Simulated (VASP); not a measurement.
The system is ZnSe.

```
CELL_PARAMETERS angstrom
0.00000 2.83380 2.83380
2.83380 0.00000 2.83380
2.83380 2.83380 0.00000
ATOMIC_POSITIONS crystal
Se 0.75000 0.75000 0.75000
Zn 0.00000 0.00000 0.00000
```

Program: VASP 6.6.1. Alike in all runs: potentials or basis VASP PAW PBE potentials, release 64 (Se, Zn); no spin polarisation; cell as given; k mesh 4 × 4 × 4.

Problem. Order these runs on this cell by their band gap on the k mesh, lowest first.
A. level HSEsol; cutoff (eV) 320; smearing gaussian 0.03 eV; grid for exact exchange (PRECFOCK) Fast; share of exact exchange 0.25; tolerance level screening; purpose bands
B. level r2SCAN50; cutoff (eV) 520; smearing fermi-dirac 0.05 eV; dipole correction no; grid for exact exchange (PRECFOCK) Normal; share of exact exchange 0.5
C. level HF; cutoff (eV) 520; smearing fermi-dirac 0.05 eV; dipole correction no; grid for exact exchange (PRECFOCK) Normal; share of exact exchange 1

Solution. A (2.30 eV), B (5.14 eV), C (9.22 eV).

Caveats: all runs use coarse meshes.
